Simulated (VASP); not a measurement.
Set up this calculation in VASP 6.6.1, as the native input.

```
Task                   : single point
Functional             : revPBE
Potentials or basis    : VASP PAW PBE potentials, release 64 (Yb)
Cutoff                 : 520 eV
k mesh                 : 12 × 12 × 12
Occupations            : fermi-dirac, width 0.1 eV
Spin                   : no spin polarisation
Dipole correction      : no
Further INCAR settings : ALGO = Normal; EDIFF = 1e-07; NBANDS = 18
```

The structure of Yb lies in POSCAR:

```
Yb
1.0
   -2.0686298340      2.0686298340      2.0686298340
    2.0686298340     -2.0686298340      2.0686298340
    2.0686298340      2.0686298340     -2.0686298340
Yb
1
Direct
    0.0000000000      0.0000000000      0.0000000000
```

This cell differs from its parent crystal: volume scaled by 0.96.

These files were run (other wordings do the same):

INCAR

```
SYSTEM = Yb
  PREC = Accurate
  ENCUT = 520
  EDIFF = 1E-7
  ISMEAR = -1
  SIGMA = 0.1
  LREAL = .FALSE.
  LASPH = .TRUE.
  NELM = 80
  ALGO = Normal
  ISIF = 2
  LWAVE = .FALSE.
  LCHARG = .TRUE.
  GGA = RE
  LELF = .TRUE.
  LVHAR = .TRUE.
  NBANDS = 18
```

KPOINTS

```
Automatic mesh
0
G
  12 12 12
  0 0 0
```

Potentials or basis: VASP PAW PBE potentials, release 64 (Yb).

The run is started by

```console
$ cat potpaw_PBE.64/Yb/POTCAR > POTCAR
$ mpirun -np 1 vasp_std > vasp.out
```

Results of the run:

* Pressure: -0.4 GPa
* Band gap on the k mesh: zero (band 12 reaches 2.10 eV, above the bottom of band 13 at 1.29 eV)

Caveat: the PAW data sets were made with another functional, which shifts forces and pressure a little; spin-orbit coupling is left out, which moves the levels of the heavy elements.

It used 160 s of CPU time on 1 thread of AMD EPYC 7R13 Processor (Zen 3), with other jobs on the host.
